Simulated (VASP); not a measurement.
Here is a VASP 6.6.1 calculation.

The input INCAR:

```
ALGO     = Normal         # electronic algorithm
EDIFF    = 1E-6           # SCF threshold, eV
ENCUT    = 520            # plane-wave cutoff, eV
ISIF     = 2              # what is computed and relaxed
ISMEAR   = -1             # smearing method
LASPH    = True           # aspherical terms in the spheres
LCHARG   = False          # write CHGCAR
LREAL    = False          # projectors in reciprocal space
LWAVE    = False          # write WAVECAR
NBANDS   = 16             # bands
NELM     = 100            # most SCF steps
PREC     = Accurate       # precision mode
SIGMA    = 0.05           # smearing width, eV
```

File KPOINTS:

```
k-points
0
Gamma
  11 11 11
```

File POSCAR:

```
LaTe
1.0
    0.0000000000      3.1723553082      3.1723553082
    3.1723553082      0.0000000000      3.1723553082
    3.1723553082      3.1723553082      0.0000000000
La Te
1 1
Direct
    0.0000000000      0.0000000000      0.0000000000
    0.5000000000      0.5000000000      0.5000000000
```

Potentials or basis: VASP PAW LDA potentials, release 64 (La, Te).

Run with:

```bash
$ cat potpaw_LDA.64/La/POTCAR potpaw_LDA.64/Te/POTCAR > POTCAR
$ mpirun -np 1 vasp_std > vasp.out
```

Task: What does it give for the pressure?

Result: 0.1 GPa.

Task: What does it give for the band gap on the k mesh?

Result: Zero (an odd number of electrons rules out a gap without spin polarisation).

Caveat: spin-orbit coupling is left out, which moves the levels of the heavy elements.
